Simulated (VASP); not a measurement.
# SnTe in VASP: a series of runs, part 3 of 3

VASP 6.6.1. Earlier steps stand in the parts before.

**5. Single point, PBE+D3(BJ), non-collinear spin, zero start, spin-orbit coupling (volume scaled by 0.98)**

INCAR reads:

```
  ALGO = Normal
  EDIFF = 1E-6
  ENCUT = 520
  GGA = PE
  GGA_COMPAT = F
  ISIF = 2
  ISMEAR = -5
  IVDW = 12
  LASPH = T
  LCHARG = F
  LORBIT = 11
  LORBMOM = T
  LREAL = F
  LSORBIT = T
  LWAVE = F
  MAGMOM = 0 0 0 0 0 0
  NBANDS = 32
  NELM = 150
  PREC = Accurate
  SIGMA = 0.05
```

KPOINTS reads:

```
k-points
0
Gamma
  5 5 5
```

POSCAR reads:

```
SnTe
1.0
    0.0000000000      3.5869093905      3.5869093905
    3.5869093905      0.0000000000      3.5869093905
    3.5869093905      3.5869093905      0.0000000000
Te Sn
1 1
Direct
    0.2488810000      0.2490910000      0.2530040000
   -0.0010650000      0.0075970000     -0.0042960000
```

Potentials or basis: VASP PAW PBE potentials, release 64 (Te, Sn_d).

Launch:

```sh
$ cat potpaw_PBE.64/Te/POTCAR potpaw_PBE.64/Sn_d/POTCAR > POTCAR
$ mpirun -np 1 vasp_ncl > vasp.out
```

OUTCAR:

```text
EDIFF = 1E-6
   ENCUT = 520
   GGA = PE
   ISIF = 2
   ISMEAR = -5
   IVDW = 12
   LASPH = T
   LORBIT = 11
   LREAL = F
   LSORBIT = T
   NELM = 150
   PREC = Accurate
 IVDW          = 12

 ion  position               nearest neighbor table
   1  0.249  0.249  0.253-   2 3.08   2 3.10   2 3.11   2 3.14
   2  0.999  0.008  0.996-   1 3.08   1 3.10   1 3.11   1 3.14

  LATTYP: Found a face centered cubic cell.
 ALAT       =     7.1738187810

  Lattice vectors:

 A1 = (   0.0000000000,   3.5869093905,   3.5869093905)
 A2 = (   3.5869093905,   0.0000000000,   3.5869093905)
 A3 = (   3.5869093905,   3.5869093905,   0.0000000000)

Analysis of symmetry for initial positions (statically):
=====================================================================
 Subroutine PRICEL returns:
 Original cell was already a primitive cell.

 Routine SETGRP: Setting up the symmetry group for a
 face centered cubic supercell.

 Subroutine GETGRP returns: Found  1 space group operations
 (whereof  1 operations were pure point group operations)
 out of a pool of 48 trial point group operations.

The static configuration has the point symmetry C_1 .

Analysis of symmetry for dynamics (positions and initial velocities):
=====================================================================
 Subroutine PRICEL returns:
 Original cell was already a primitive cell.

 Routine SETGRP: Setting up the symmetry group for a
 face centered cubic supercell.

 Subroutine GETGRP returns: Found  1 space group operations
 (whereof  1 operations were pure point group operations)
 out of a pool of 48 trial point group operations.

The dynamic configuration has the point symmetry C_1 .

Analysis of structural, dynamic, and magnetic symmetry:
=====================================================================
 Subroutine PRICEL returns:
 Original cell was already a primitive cell.

 Routine SETGRP: Setting up the symmetry group for a
 face centered cubic supercell.

 Subroutine GETGRP returns: Found  1 space group operations
 (whereof  1 operations were pure point group operations)
 out of a pool of 48 trial point group operations.

The overall configuration has the point symmetry C_1 .

 Subroutine INISYM returns: Found  1 space group operations
 (whereof  1 operations are pure point group operations),
 and found     1 'primitive' translations

----------------------------------------------------------------------------------------

                                     Primitive cell

  volume of cell :      92.2978

  direct lattice vectors                    reciprocal lattice vectors
     0.000000000  3.586909390  3.586909390    -0.139395771  0.139395771  0.139395771
[... 984 lines left out ...]
     31      10.5069      0.00000
     32      10.5080      0.00000

 [... further k-points ...]

------------------------ aborting loop because EDIFF is reached ----------------------------------------

 Edisp (eV)   -0.55097

 E8    (eV) :    -0.2534

  FORCE on cell =-STRESS in cart. coord.  units (eV):
  Direction    XX          YY          ZZ          XY          YZ          ZX
  --------------------------------------------------------------------------------------
  -------------------------------------------------------------------------------------
  Total      -0.24318    -0.24496    -0.24569     0.11893     0.01530    -0.10049
  in kB      -4.22124    -4.25227    -4.26494     2.06442     0.26556    -1.74447
  external pressure =       -4.25 kB  Pullay stress =        0.00 kB

 VOLUME and BASIS-vectors are now :
 -----------------------------------------------------------------------------
  energy-cutoff  :      520.00
  volume of cell :       92.30
      direct lattice vectors                 reciprocal lattice vectors
     0.000000000  3.586909390  3.586909390    -0.139395771  0.139395771  0.139395771
     3.586909390  0.000000000  3.586909390     0.139395771 -0.139395771  0.139395771
     3.586909390  3.586909390  0.000000000     0.139395771  0.139395771 -0.139395771

 POSITION                                       TOTAL-FORCE (eV/Angst)
 -----------------------------------------------------------------------------------
      1.80097      1.80022      1.78618         0.007419     -0.064392      0.076236
      3.59875      7.15459      3.61034        -0.007419      0.064392     -0.076236
 -----------------------------------------------------------------------------------
    total drift:                               -0.000112      0.000093     -0.000006

  FREE ENERGIE OF THE ION-ELECTRON SYSTEM (eV)
  ---------------------------------------------------
  free  energy   TOTEN  =        -7.7718097318 eV

  energy  without entropy=       -7.7718097318  energy(sigma->0) =       -7.77180973

 orbital moment (x)

 # of ion     p       d       tot
 ----------------------------------------
  1        -0.000   0.000  -0.000
  2         0.000   0.000   0.000
 ----------------------------------------
           -0.000   0.000   0.000

 orbital moment (y)

 # of ion     p       d       tot
 ----------------------------------------
  1         0.000  -0.000   0.000
  2         0.000  -0.000  -0.000
 ----------------------------------------
            0.000  -0.000  -0.000

 orbital moment (z)

 # of ion     p       d       tot
 ----------------------------------------
  1        -0.000  -0.000  -0.000
  2        -0.000   0.000   0.000
 ----------------------------------------
           -0.000   0.000   0.000

 Spin-Orbit-Coupling matrix elements

 Ion:    1  E_soc:     -0.2229715
 l=   1
     0.0000000    -0.0371589    -0.0371621
    -0.0371589     0.0000000    -0.0371612
    -0.0371621    -0.0371612     0.0000000
 l=   2
     0.0000000     0.0000087     0.0000000     0.0000087    -0.0000098
     0.0000087     0.0000000    -0.0000074     0.0000087    -0.0000025
     0.0000000    -0.0000074     0.0000000    -0.0000074     0.0000000
     0.0000087     0.0000087    -0.0000074     0.0000000    -0.0000025
    -0.0000098    -0.0000025     0.0000000    -0.0000025     0.0000000
 l=   3
     0.0000000     0.0000000     0.0000000     0.0000000     0.0000000     0.0000000     0.0000000
     0.0000000     0.0000000     0.0000000     0.0000000     0.0000000     0.0000000     0.0000000
     0.0000000     0.0000000     0.0000000     0.0000000     0.0000000     0.0000000     0.0000000
     0.0000000     0.0000000     0.0000000     0.0000000     0.0000000     0.0000000     0.0000000
     0.0000000     0.0000000     0.0000000     0.0000000     0.0000000     0.0000000     0.0000000
     0.0000000     0.0000000     0.0000000     0.0000000     0.0000000     0.0000000     0.0000000
     0.0000000     0.0000000     0.0000000     0.0000000     0.0000000     0.0000000     0.0000000

 Ion:    2  E_soc:     -0.1049806
 l=   1
     0.0000000    -0.0113653    -0.0113671
    -0.0113653     0.0000000    -0.0113666
    -0.0113671    -0.0113666     0.0000000
 l=   2
     0.0000000    -0.0012427     0.0000000    -0.0012427    -0.0048876
    -0.0012427     0.0000000    -0.0036658    -0.0012427    -0.0012219
     0.0000000    -0.0036658     0.0000000    -0.0036658     0.0000000
    -0.0012427    -0.0012427    -0.0036658     0.0000000    -0.0012219
    -0.0048876    -0.0012219     0.0000000    -0.0012219     0.0000000
 l=   3
     0.0000000     0.0000000     0.0000000     0.0000000     0.0000000     0.0000000     0.0000000
     0.0000000     0.0000000     0.0000000     0.0000000     0.0000000     0.0000000     0.0000000
     0.0000000     0.0000000     0.0000000     0.0000000     0.0000000     0.0000000     0.0000000
     0.0000000     0.0000000     0.0000000     0.0000000     0.0000000     0.0000000     0.0000000
     0.0000000     0.0000000     0.0000000     0.0000000     0.0000000     0.0000000     0.0000000
     0.0000000     0.0000000     0.0000000     0.0000000     0.0000000     0.0000000     0.0000000
     0.0000000     0.0000000     0.0000000     0.0000000     0.0000000     0.0000000     0.0000000

 total charge

# of ion       s       p       d       tot
------------------------------------------
    1        1.392   1.959   0.017   3.368
    2        1.399   0.711   9.959  12.069
--------------------------------------------------
tot          2.792   2.669   9.976  15.437

 magnetization (x)

# of ion       s       p       d       tot
------------------------------------------
    1        0.000   0.000   0.000   0.000
    2       -0.000   0.000  -0.000  -0.000
--------------------------------------------------
tot         -0.000   0.000  -0.000  -0.000

 magnetization (y)

# of ion       s       p       d       tot
------------------------------------------
    1        0.000   0.000  -0.000   0.000
    2        0.000  -0.000   0.000  -0.000
--------------------------------------------------
tot          0.000   0.000   0.000   0.000

 magnetization (z)

# of ion       s       p       d       tot
------------------------------------------
    1       -0.000  -0.000   0.000  -0.000
    2       -0.000   0.000   0.000   0.000
--------------------------------------------------
tot         -0.000  -0.000   0.000  -0.000
```

OSZICAR:

```text
N       E                     dE             d eps       ncg     rms          rms(c)
DAV:   1     0.162611497682E+03    0.16261E+03   -0.88401E+03  8136   0.129E+03
DAV:   2     0.141073243168E+02   -0.14850E+03   -0.14300E+03  8112   0.362E+02
DAV:   3    -0.636205522246E+01   -0.20469E+02   -0.20120E+02  9784   0.128E+02
DAV:   4    -0.731816497696E+01   -0.95611E+00   -0.95465E+00  9512   0.298E+01
DAV:   5    -0.735812707600E+01   -0.39962E-01   -0.39961E-01 11320   0.589E+00    0.508E+00
DAV:   6    -0.722106177276E+01    0.13707E+00   -0.26866E-01  9408   0.293E+00    0.336E+00
DAV:   7    -0.721823914801E+01    0.28226E-02   -0.77898E-02  8856   0.116E+00    0.178E+00
DAV:   8    -0.721913523621E+01   -0.89609E-03   -0.30215E-03  9248   0.447E-01    0.695E-01
DAV:   9    -0.722003569535E+01   -0.90046E-03   -0.17655E-03  9600   0.313E-01    0.180E-01
DAV:  10    -0.722056195616E+01   -0.52626E-03   -0.40558E-04  8928   0.146E-01    0.500E-02
DAV:  11    -0.722079414154E+01   -0.23219E-03   -0.18769E-04  8728   0.681E-02    0.251E-02
DAV:  12    -0.722083826024E+01   -0.44119E-04   -0.50185E-05  8128   0.340E-02    0.216E-02
DAV:  13    -0.722084105595E+01   -0.27957E-05   -0.33693E-06  7736   0.139E-02    0.978E-03
DAV:  14    -0.722084225899E+01   -0.12030E-05   -0.16301E-06  7608   0.692E-03    0.165E-03
DAV:  15    -0.722084243989E+01   -0.18090E-06   -0.29381E-07  7232   0.547E-03
   1 F= -.77718097E+01 E0= -.77718097E+01  d E =0.000000E+00  mag=     0.0000    -0.0000    -0.0000
```

Wall time 13 min (1 thread of Intel Xeon Platinum 8488C (Sapphire Rapids), shared host); peak memory 0.84 GiB.

Results:

- Free energy: -7.7718 eV
- Pressure: -0.4 GPa
- Largest force: 0.100 eV/Å
- Net moment: 0.00 μB per cell
- Valence electrons inside the program's atomic spheres: Te 3.37; Sn 12.07
- Dispersion energy per atom: -0.275 eV

Forces on the atoms (eV/Å):
```
Te   0.007 -0.064  0.076
Sn  -0.007  0.064 -0.076
```

Moments on the atoms (μB; x, y, z):
```
Te  0.00 0.00 0.00
Sn  0.00 0.00 0.00
```

Caveat: the cell differs from its parent crystal (volume scaled by 0.98).

**6. Single point, PBEsol**

This run uses another cell than the first one, of 47.09 Å³/atom, 0.943 times its volume.

INCAR reads:

```
SYSTEM = SnTe
ALGO = Normal
EDIFF = 1E-6
ENCUT = 520
GGA = PS
ISIF = 2
ISMEAR = -1
LASPH = .True.
LCHARG = .False.
LREAL = .False.
LWAVE = .False.
NBANDS = 17
NELM = 80
PREC = Accurate
SIGMA = 0.05
```

KPOINTS reads:

```
k-points
0
Gamma
  4 4 4
  0 0 0
```

POSCAR reads:

```
SnTe
1.0
    0.0000000000      3.6111460000      3.6111460000
    3.6111460000      0.0000000000      3.6111460000
    3.6111460000      3.6111460000      0.0000000000
Te Sn
1 1
Direct
    0.2500000000      0.2500000000      0.2500000000
    0.0000000000      0.0000000000      0.0000000000
```

Potentials or basis: VASP PAW PBE potentials, release 64 (Te, Sn_d).

Launch:

```sh
$ cat potpaw_PBE.64/Te/POTCAR potpaw_PBE.64/Sn_d/POTCAR > POTCAR
$ mpirun -np 1 vasp_std > vasp.out
```

Run time: 8.1 s. Hardware: 1 thread of Intel Xeon 6975P-C (Granite Rapids), shared host; peak memory 0.23 GiB.

It converged, with:

```
Free energy : -7.6190 eV
Pressure    : -1.7 GPa
```

Levels at points of the mesh, in eV from the Fermi level:
```tsv
k point	band 7	band 8	band 9	band 10	band 11	band 12	band 13	band 14
(0.00, 0.00, 0.00)	-5.28	-2.01	-2.01	-2.01	0.93	0.93	0.93	3.90
(0.50, 0.00, 0.00)	-7.08	-2.54	-2.54	-2.14	1.73	1.73	3.30	5.47
(0.50, 0.50, 0.00)	-7.44	-3.20	-3.20	-0.77	0.00	3.80	3.80	5.26
```

Caveat: the k points lie up to 0.38 Å⁻¹ apart; the PAW data sets were made with another functional, which shifts forces and pressure a little; spin-orbit coupling is left out, which moves the levels of the heavy elements.

**7. Overview**

```tsv
level	potentials or basis	spin	cell	k mesh	smearing	gap on the mesh (eV)	pressure (GPa)
LDA	VASP PAW LDA potentials, release 64 (Te, Sn_d)	off	a = 5.207 Å, angles 60.0°, 2 atoms	7 × 7 × 7	fermi-dirac 0.05 eV	0.37	-3.2
PBEsol	VASP PAW PBE potentials, release 64 (Te, Sn_d)	off	a = 5.073 Å, angles 60.0°, 2 atoms	7 × 7 × 7	fermi-dirac 0.05 eV	0.24	-1.0
PBEsol	VASP PAW PBE potentials, release 64 (Te, Sn_d)	off	a = 5.207 Å, angles 60.0°, 2 atoms	7 × 7 × 7	fermi-dirac 0.05 eV	0.41	-2.5
PBE+D3(BJ)	VASP PAW PBE potentials, release 64 (Te, Sn_d)	non-collinear, zero start, SOC	a = 5.073 Å, angles 60.0°, 2 atoms	5 × 5 × 5	tetrahedron	-	-0.4
PBEsol	VASP PAW PBE potentials, release 64 (Te, Sn_d)	off	a = 5.107 Å, angles 60.0°, 2 atoms	4 × 4 × 4	fermi-dirac 0.05 eV	-	-1.7
```

Some of these runs hold the atoms at other places in the same cell, which the table doesn't show; runs alike in all that it shows share one row.

Alike in all rows: task single point; cutoff (eV) 520.

Caveats: some runs use coarse meshes; spin-orbit coupling is left out, which moves the levels of the heavy elements (some runs); the PAW data sets were made with another functional, which shifts forces and pressure a little (some runs).

Total energies depend on the potentials used, so only differences within one code and one set of settings carry meaning.
